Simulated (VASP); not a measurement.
# Mo (Im-3m) in VASP: a series of runs

Runs on Mo. Level: r2SCAN. Tasks: single point, relaxation of cell and atoms.

Everything below comes from runs of VASP 6.6.1. Logs are shortened: lines on timing, memory, paths and dates and some standing lists are left out, and cuts for length are marked.

## 1. The cell of the first run

It takes space group Im-3m (No. 229, cubic). Conventional cell: a = 3.150 Å, b = 3.150 Å, c = 3.150 Å, α = 90.00°, β = 90.00°, γ = 90.00°. Within 3.6 Å of Mo (site symmetry m-3m) lie 14 Mo at 2.73 to 3.15 Å.

## 2. Single point, r2SCAN

Input file POSCAR:

```
Mo
1.0
   -1.5752131668      1.5752131668      1.5752131668
    1.5752131668     -1.5752131668      1.5752131668
    1.5752131668      1.5752131668     -1.5752131668
Mo
1
Direct
    0.0000000000      0.0000000000      0.0000000000
```

Input file INCAR.step1:

```
SYSTEM = Mo
  PREC = Accurate
  ENCUT = 520
  ISMEAR = 0
  SIGMA = 0.1
  LREAL = .FALSE.
  LASPH = .TRUE.
  NELM = 60
  NBANDS = 13
  GGA = PE
  ALGO = Normal
  EDIFF = 1E-4
  LWAVE = .TRUE.
  LCHARG = .FALSE.
```

Input file INCAR.step2:

```
SYSTEM = Mo
  PREC = Accurate
  ENCUT = 520
  EDIFF = 1E-7
  ISMEAR = 0
  SIGMA = 0.1
  LREAL = .FALSE.
  LASPH = .TRUE.
  NELM = 60
  ALGO = Normal
  ISIF = 2
  LWAVE = .FALSE.
  LCHARG = .TRUE.
  METAGGA = R2SCAN
  LMIXTAU = .TRUE.
  LELF = .TRUE.
  LVHAR = .TRUE.
  NBANDS = 13
  ISTART = 1
```

Input file KPOINTS:

```
Automatic mesh
0
G
  18 18 18
  0 0 0
```

Potentials or basis: VASP PAW PBE potentials, release 64 (Mo_sv).

Launch:

```sh
> cat potpaw_PBE.64/Mo_sv/POTCAR > POTCAR
> cp INCAR.step1 INCAR
> mpirun -np 1 vasp_std > vasp.out
> cp INCAR.step2 INCAR
> mpirun -np 1 vasp_std > vasp.out
```

OUTCAR:

```text
SYSTEM = Mo
   PREC = Accurate
   ENCUT = 520
   EDIFF = 1E-7
   ISMEAR = 0
   LREAL = .FALSE.
   LASPH = .TRUE.
   NELM = 60
   ISIF = 2
   METAGGA = R2SCAN
   ISTART = 1

 ion  position               nearest neighbor table
   1  0.000  0.000  0.000-

  LATTYP: Found a body centered cubic cell.
 ALAT       =     3.1504263336

  Lattice vectors:

 A1 = (  -1.5752131668,   1.5752131668,   1.5752131668)
 A2 = (   1.5752131668,  -1.5752131668,   1.5752131668)
 A3 = (   1.5752131668,   1.5752131668,  -1.5752131668)

Analysis of symmetry for initial positions (statically):
=====================================================================
 Subroutine PRICEL returns:
 Original cell was already a primitive cell.

 Routine SETGRP: Setting up the symmetry group for a
 body centered cubic supercell.

 Subroutine GETGRP returns: Found 48 space group operations
 (whereof 48 operations were pure point group operations)
 out of a pool of 48 trial point group operations.

The static configuration has the point symmetry O_h .

Analysis of symmetry for dynamics (positions and initial velocities):
=====================================================================
 Subroutine PRICEL returns:
 Original cell was already a primitive cell.

 Routine SETGRP: Setting up the symmetry group for a
 body centered cubic supercell.

 Subroutine GETGRP returns: Found 48 space group operations
 (whereof 48 operations were pure point group operations)
 out of a pool of 48 trial point group operations.

The dynamic configuration has the point symmetry O_h .

 Subroutine INISYM returns: Found 48 space group operations
 (whereof 48 operations are pure point group operations),
 and found     1 'primitive' translations

----------------------------------------------------------------------------------------

                                     Primitive cell

  volume of cell :      15.6343

  direct lattice vectors                    reciprocal lattice vectors
    -1.575213167  1.575213167  1.575213167     0.000000000  0.317417357  0.317417357
     1.575213167 -1.575213167  1.575213167     0.317417357  0.000000000  0.317417357
     1.575213167  1.575213167 -1.575213167     0.317417357  0.317417357  0.000000000

  length of vectors
     2.728349238  2.728349238  2.728349238     0.448895931  0.448895931  0.448895931

  position of ions in fractional coordinates (direct lattice)
     0.000000000  0.000000000  0.000000000

  ion indices of the primitive-cell ions
   primitive index   ion index
                 1           1

----------------------------------------------------------------------------------------

 KPOINTS: Automatic mesh

Automatic generation of k-mesh.
 Grid dimensions read from file:
 generate k-points for:   18   18   18

 Generating k-lattice:

  Cartesian coordinates                     Fractional coordinates (reciprocal lattice)
     0.000000000  0.017634298  0.017634298     0.055555556  0.000000000  0.000000000
     0.017634298  0.000000000  0.017634298     0.000000000  0.055555556  0.000000000
     0.017634298  0.017634298  0.000000000     0.000000000  0.000000000  0.055555556

  Length of vectors
     0.024938663  0.024938663  0.024938663

  Shift w.r.t. Gamma in fractional coordinates (k-lattice)
     0.000000000  0.000000000  0.000000000

 Subroutine IBZKPT returns following result:
 ===========================================

 Found    195 irreducible k-points:

 Following reciprocal coordinates:
            Coordinates               Weight
  0.000000  0.000000  0.000000      1.000000
  0.055556  0.000000  0.000000     12.000000
  0.111111  0.000000  0.000000     12.000000
  0.166667  0.000000  0.000000     12.000000
  0.222222  0.000000  0.000000     12.000000
  0.277778  0.000000  0.000000     12.000000
[... 16 lines left out ...]
  0.333333  0.111111  0.000000     48.000000
  0.388889  0.111111 -0.000000     48.000000
 [... further k-points ...]
   k-points           NKPTS =    195   k-points in BZ     NKDIM =    195   number of bands    NBANDS=     13
   number of dos      NEDOS =    301   number of ions     NIONS =      1
   total plane-waves  NPLWV =   8000
   dimension x,y,z NGX =    20 NGY =   20 NGZ =   20
   dimension x,y,z NGXF=    40 NGYF=   40 NGZF=   40
   ions per type =               1
   NGX,Y,Z   is equivalent  to a cutoff of  12.19, 12.19, 12.19 a.u.
   NGXF,Y,Z  is equivalent  to a cutoff of  24.37, 24.37, 24.37 a.u.
 SYSTEM =  Mo
   PREC   = accura    normal or accurate (medium, high low for compatibility)
   ISTART =      1    job   : 0-new  1-cont  2-samecut
   ICHARG =      0    charge: 1-file 2-atom 10-const
   ISPIN  =      1    spin polarized calculation?
   LNONCOLLINEAR =      F non collinear calculations
   LSORBIT =      F    spin-orbit coupling
   LASPH  =      T    aspherical Exc in radial PAW
   ENCUT  =  520.0 eV  38.22 Ry    6.18 a.u.   5.07  5.07  5.07*2*pi/ulx,y,z
   NELM   =     60;   NELMIN=  2; NELMDL=  0     # of ELM steps
   EDIFF  = 0.1E-06   stopping-criterion for ELM
   LREAL  =      F    real-space projection
   EDIFFG = 0.1E-05   stopping-criterion for IOM
   NSW    =      0    number of steps for IOM
   IBRION =     -1    ionic relax: 0-MD 1-quasi-New 2-CG
   NFREE  =      0    steps in history (QN), initial steepest desc. (CG)
   ISIF   =      2    stress and relaxation
   ISYM   =      2    0-nonsym 1-usesym 2-fastsym
   POTIM  = 0.5000    time-step for ionic-motion
   TEBEG  =    0.0;   TEEND  =   0.0 temperature during run
   PSTRESS=    0.0 pullay stress
   NELECT =      14.0000    total number of electrons
   NUPDOWN=      -1.0000    fix difference up-down
   EMIN   =  10.00;   EMAX   =-10.00  energy-range for DOS
   EFERMI =   0.00;   METHOD = LEGACY
   ISMEAR =     0;   SIGMA  =   0.10  broadening in eV -4-tet -1-fermi 0-gaus
   EFERMI_NEDOS =   21; number of points for ismear=-14 and -15
   IALGO  =     38    algorithm
   IMIX   =      4    mixing-type and parameters
     AMIX     =   0.40;   BMIX     =  1.00
     AMIX_MAG =   1.60;   BMIX_MAG =  1.00
  volume/ion in A,a.u.               =      15.63       105.51
  Fermi-wavevector in a.u.,A,eV,Ry     =   1.577944  2.981881 33.877233  2.489906
  Thomas-Fermi vector in A             =   2.678549
   LORBIT       =      0    0 simple, 1 ext, 2 COOP (PROOUT), +10 PAW based schemes
   METAGGA = R2SCAN    functional components
   LHFCALC =     F    Hartree Fock is set to
   AEXX    =    0.0000 exact exchange contribution
   IVDW    =     0    specifies the selected vdW correction
   LEPSILON=     F    determine dielectric tensor
   LRPA    =     F    only Hartree local field effects (RPA)
 non-spin polarized calculation
 Gauss-broadening in eV      SIGMA  =   0.10
  energy-cutoff  :      520.00
  volume of cell :       15.63
 maximum number of plane-waves:       434
   NGX = 11   NGY = 11   NGZ = 11

 number of electron      14.0000002 magnetization

 Free energy of the ion-electron system (eV)
  ---------------------------------------------------
  ext. energy  EPLUGINS =         0.00000000
  ---------------------------------------------------
  free energy    TOTEN  =       -26.07726593 eV

  energy without entropy =      -26.07444696  energy(sigma->0) =      -26.07585644

 E-fermi :  12.5596     XC(G=0): -14.6358

 val. band max:       12.5531919706   @ k =  -0.3889   0.4444   0.2778
 cond. band min:      12.5945621710   @ k =   0.3889   0.1111   0.0556
 fundamental gap:      0.0413702004
 Fermi energy:        12.5595626530

 k-point     1 :       0.0000    0.0000    0.0000
  band No.  band energies     occupation
      1     -50.6781      2.00000
      2     -23.1501      2.00000
      3     -23.1501      2.00000
      4     -23.1501      2.00000
      5       4.8847      2.00000
      6      11.1242      2.00000
      7      11.1242      2.00000
      8      11.1242      2.00000
      9      14.4587      0.00000
     10      14.4587      0.00000
     11      28.0417      0.00000
     12      28.0418      0.00000
     13      28.0418      0.00000

 k-point     2 :       0.0556    0.0000    0.0000
  band No.  band energies     occupation
      1     -50.6694      2.00000
      2     -23.1988      2.00000
      3     -23.1650      2.00000
      4     -23.1504      2.00000
      5       5.0290      2.00000
      6      11.0417      2.00000
      7      11.1101      2.00000
      8      11.2583      2.00000
      9      14.3341      0.00000
     10      14.4596      0.00000
     11      28.1499      0.00000
     12      28.2842      0.00000
     13      28.3234      0.00000

 k-point     3 :       0.1111    0.0000    0.0000
  band No.  band energies     occupation
      1     -50.6445      2.00000
      2     -23.3379      2.00000
      3     -23.2077      2.00000
      4     -23.1515      2.00000
      5       5.4410      2.00000
      6      10.8127      2.00000
      7      11.0503      2.00000
      8      11.6550      2.00000
      9      14.0574      0.00000
     10      14.4680      0.00000
     11      28.4077      0.00000
     12      28.9905      0.00000
     13      29.0190      0.00000
[... 305 lines left out ...]
 k-point    23 :       0.3333    0.1111    0.0000
  band No.  band energies     occupation
      1     -50.4096      2.00000
      2     -24.4575      2.00000
      3     -23.6192      2.00000
      4     -23.2255      2.00000
      5       7.5229      2.00000
      6       9.2627      2.00000
      7      11.8582      2.00000
      8      14.1509      0.00000
      9      15.2486      0.00000
     10      17.2427      0.00000
     11      25.8407      0.00000
     12      26.6349      0.00000
     13      31.3901      0.00000

 k-point    24 :       0.3889    0.1111   -0.0000
  band No.  band energies     occupation
      1     -50.3852      2.00000
      2     -24.5619      2.00000
      3     -23.6689      2.00000
      4     -23.2276      2.00000
      5       7.3839      2.00000
      6       9.1272      2.00000
      7      12.5204      1.42004
      8      14.2891      0.00000
      9      15.4824      0.00000
     10      18.1471      0.00000
     11      24.8686      0.00000
     12      25.9242      0.00000
     13      30.4340      0.00000

 [... further k-points ...]
[... 5 lines left out ...]
  --------------------------------------------------------------------------------------
  -------------------------------------------------------------------------------------
  Total        0.1107152      0.1107152      0.1107152     -0.0000000      0.0000000      0.0000000
  in kB       11.3459277     11.3459277     11.3459277     -0.0000000      0.0000000      0.0000000
  external PRESSURE =      11.3459277 kB  Pullay stress =       0.0000000 kB

 VOLUME and BASIS-vectors are now :
 -----------------------------------------------------------------------------
  energy-cutoff  :      520.00
  volume of cell :       15.63
      direct lattice vectors                 reciprocal lattice vectors
    -1.575213167  1.575213167  1.575213167     0.000000000  0.317417357  0.317417357
     1.575213167 -1.575213167  1.575213167     0.317417357  0.000000000  0.317417357
     1.575213167  1.575213167 -1.575213167     0.317417357  0.317417357  0.000000000

 POSITION                                       TOTAL-FORCE (eV/Angst)
 -----------------------------------------------------------------------------------
      0.00000      0.00000      0.00000        -0.000000      0.000000     -0.000000
 -----------------------------------------------------------------------------------
    total drift:                                0.000000     -0.000000      0.000000

  FREE ENERGIE OF THE ION-ELECTRON SYSTEM (eV)
  ---------------------------------------------------
  free  energy   TOTEN  =       -26.0772659293 eV

  energy  without entropy=      -26.0744469595  energy(sigma->0) =      -26.07585644
```

Run time: 2.5 min. Hardware: 1 thread of AMD EPYC 7R43 (Zen 3), shared host; peak memory 0.11 GiB.

Results:

```
Free energy            : -26.0773 eV
Pressure               : 1.1 GPa
Band gap on the k mesh : zero (band 7 reaches 16.69 eV, above the bottom of band 8 at 11.12 eV)
```

Levels at points of the mesh, in eV from the Fermi level:
```tsv
k point	band 3	band 4	band 5	band 6	band 7	band 8	band 9	band 10	band 11	band 12
(0.00, 0.00, 0.00)	-35.71	-35.71	-7.67	-1.44	-1.44	-1.44	1.90	1.90	15.48	15.48
(0.50, 0.00, 0.00)	-36.19	-35.72	-5.61	-3.60	1.57	1.88	2.58	4.91	12.23	12.50
(0.50, 0.50, 0.50)	-36.74	-36.74	-5.66	-5.66	4.13	4.13	4.13	9.46	9.46	9.46
```

Caveat: the PAW data sets were made with another functional, which shifts forces and pressure a little.

## 3. Relaxation of cell and atoms, r2SCAN

This run uses another cell than the first one, of 15.51 Å³/atom, 0.992 times its volume.

Input file POSCAR:

```
Mo
1.0
   -1.5710000000      1.5710000000      1.5710000000
    1.5710000000     -1.5710000000      1.5710000000
    1.5710000000      1.5710000000     -1.5710000000
Mo
1
Direct
    0.0000000000      0.0000000000      0.0000000000
```

Input file INCAR.step1:

```
SYSTEM = Mo
PREC     = Accurate       ! precision mode
ENCUT    = 600            ! plane-wave cutoff, eV
ISMEAR   = 0              ! smearing method
SIGMA    = 0.1            ! smearing width, eV
LREAL    = .FALSE.        ! projectors in reciprocal space
LASPH    = .TRUE.         ! aspherical terms in the spheres
NELM     = 100            ! most SCF steps
GGA      = PE             ! functional
ALGO     = Normal         ! electronic algorithm
EDIFF    = 1E-4           ! SCF threshold, eV
LWAVE    = .TRUE.         ! write WAVECAR
LCHARG   = .FALSE.        ! write CHGCAR
```

Input file INCAR.step2:

```
SYSTEM = Mo
PREC     = Accurate       ! precision mode
ENCUT    = 600            ! plane-wave cutoff, eV
EDIFF    = 1E-6           ! SCF threshold, eV
ISMEAR   = 0              ! smearing method
SIGMA    = 0.1            ! smearing width, eV
LREAL    = .FALSE.        ! projectors in reciprocal space
LASPH    = .TRUE.         ! aspherical terms in the spheres
NELM     = 100            ! most SCF steps
ALGO     = Normal         ! electronic algorithm
ISIF     = 3              ! what is computed and relaxed
LWAVE    = .FALSE.        ! write WAVECAR
LCHARG   = .FALSE.        ! write CHGCAR
METAGGA  = R2SCAN         ! meta-GGA
LMIXTAU  = .TRUE.       
IBRION   = 2              ! ionic algorithm
NSW      = 100            ! ionic steps
EDIFFG   = -0.005         ! ionic threshold
ISTART   = 1
```

KPOINTS is that of step 2.

Potentials or basis: VASP PAW PBE potentials, release 64 (Mo_sv).

Launch:

```sh
> cat potpaw_PBE.64/Mo_sv/POTCAR > POTCAR
> cp INCAR.step1 INCAR
> mpirun -np 1 vasp_std > vasp.out
> cp INCAR.step2 INCAR
> mpirun -np 1 vasp_std > vasp.out
```

Run time: 5.1 min. Hardware: 1 thread of Intel Xeon Platinum 8259CL at 2.50GHz (Skylake/Cascade Lake), shared host; peak memory 0.18 GiB.

It converged, with:

```yaml
Free_energy: -26.0757 eV
Relaxed_volume: 15.70 Å³/atom
Relaxed_cell: a = 2.732 Å, b = 2.732 Å, c = 2.732 Å, α = 109.47°, β = 109.47°, γ = 109.47°
Space_group_after_relaxing_to_0.05_Å: Im-3m (No. 229)
Energy_gained_by_relaxing: 1.9 meV/atom
Ionic_steps: 3
Pressure_after_relaxing: 0.0 GPa
Band_gap_on_the_k_mesh: zero (band 7 reaches 16.60 eV, above the bottom of band 8 at 11.06 eV)
```

The path:
| step | energy change (eV) | largest force (eV/Å) | pressure (GPa) | volume (Å³) |
| --- | --- | --- | --- | --- |
| 1 | 0.0000 | 0.0000 | 3.34 | 15.51 |
| 2 | 0.0135 | 0.0000 | -8.69 | 16.25 |
| 3 | -0.0019 | 0.0000 | -0.03 | 15.70 |

Final structure:
```yaml
crystal:
  lattice:
    - [-1.57739, 1.57739, 1.57739]
    - [1.57739, -1.57739, 1.57739]
    - [1.57739, 1.57739, -1.57739]
  atoms:
    - { symbol: Mo, position: [0.00000, 0.00000, 0.00000] }
```

Levels at points of the mesh, in eV from the Fermi level:
```tsv
k point	band 3	band 4	band 5	band 6	band 7	band 8	band 9	band 10	band 11
(0.00, 0.00, 0.00)	-35.72	-35.72	-7.66	-1.43	-1.43	-1.43	1.89	1.89	15.48
(0.50, 0.00, 0.00)	-36.19	-35.73	-5.58	-3.58	1.55	1.87	2.57	4.89	12.16
(0.50, 0.50, 0.50)	-36.74	-36.74	-5.63	-5.63	4.10	4.10	4.10	9.43	9.43
```

Caveat: the PAW data sets were made with another functional, which shifts forces and pressure a little.
